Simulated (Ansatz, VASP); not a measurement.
InSb in VASP and in Ansatz

```xyz
2
Lattice="0.0000 2.8161 3.6610 2.8161 0.0000 3.6610 2.8161 2.8161 0.0000" Properties=species:S:1:pos:R:3 pbc="T T T"
In    0.0000    0.0000    0.0000
Sb    2.8161    2.8161    3.6610
```

Alike in both runs: task single point; functional r2SCAN; k mesh 6 × 6 × 6; occupations gaussian, width 0.15 eV; no spin polarisation.

```csv
,VASP,Ansatz
version,VASP 6.6.1,Ansatz 0.2.0
potentials or method,"VASP PAW PBE potentials, release 64 (In_d, Sb), cutoff 520 eV","scalar-relativistic, plane waves, PAW"
valence electrons in the cell,18,28
```

Ansatz gave:

| Item | Value |
| --- | --- |
| gap on the k mesh at the Fermi level (eV) | none |
| pressure (GPa) | 4.9 |
| traceless stress, the component that is largest in VASP (GPa) | -10.43 |

Task: Estimate VASP's values.

Result: gap on the k mesh at the Fermi level (eV): none; pressure (GPa): 5.0; traceless stress, the component that is largest in VASP (GPa): -10.51.

VASP's potentials were made for PBE, not for r2SCAN. A gap of «none» marks a metal or a gap that the smearing closes. VASP's potentials hold 18 valence electrons a cell and Ansatz's 28, so a difference there can come from the potentials and not from the codes.

Spin-orbit coupling is off throughout.
